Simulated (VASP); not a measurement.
A run of VASP 6.6.1 is set up as follows.

Contents of INCAR:

```
PREC     = Accurate       # precision mode
ENCUT    = 520            # plane-wave cutoff, eV
EDIFF    = 1E-6           # SCF threshold, eV
ISMEAR   = 0              # smearing method
SIGMA    = 0.1            # smearing width, eV
LREAL    = False          # projectors in reciprocal space
LASPH    = True           # aspherical terms in the spheres
NELM     = 80             # most SCF steps
ALGO     = Normal         # electronic algorithm
ISIF     = 2              # what is computed and relaxed
LWAVE    = False          # write WAVECAR
LCHARG   = False          # write CHGCAR
LDIPOL   = True         
IDIPOL   = 3            
DIPOL    = 0.5 0.5 0.500
GGA      = PE             # functional
IVDW     = 12             # dispersion correction
NBANDS   = 21             # bands
```

File KPOINTS:

```
Automatic mesh
0
Gamma
  12 12 1
```

POSCAR

```
Ge
1.0
    3.9650000000      0.0000000000      0.0000000000
   -1.9825000000      3.4337907260      0.0000000000
    0.0000000000      0.0000000000     28.0000000000
Ge
2
Direct
    0.3333333333      0.6666666667      0.5183214286
    0.6666666667      0.3333333333      0.4816785714
```

Potentials or basis: VASP PAW PBE potentials, release 64 (Ge_d).

Command:

```bash
$ cat potpaw_PBE.64/Ge_d/POTCAR > POTCAR
$ mpirun -np 1 vasp_std > vasp.out
```

Problem. Predict the band gap on the k mesh.

Solution. Zero (bands 14 and 15 overlap by 0.74 eV).

Problem. What does it give for the largest force?

Solution. 1.181 eV/Å.

Forces in eV/Å, atoms in the order of the input:
```
Ge   0.000  0.000 -1.181
Ge   0.000  0.000  1.181
```
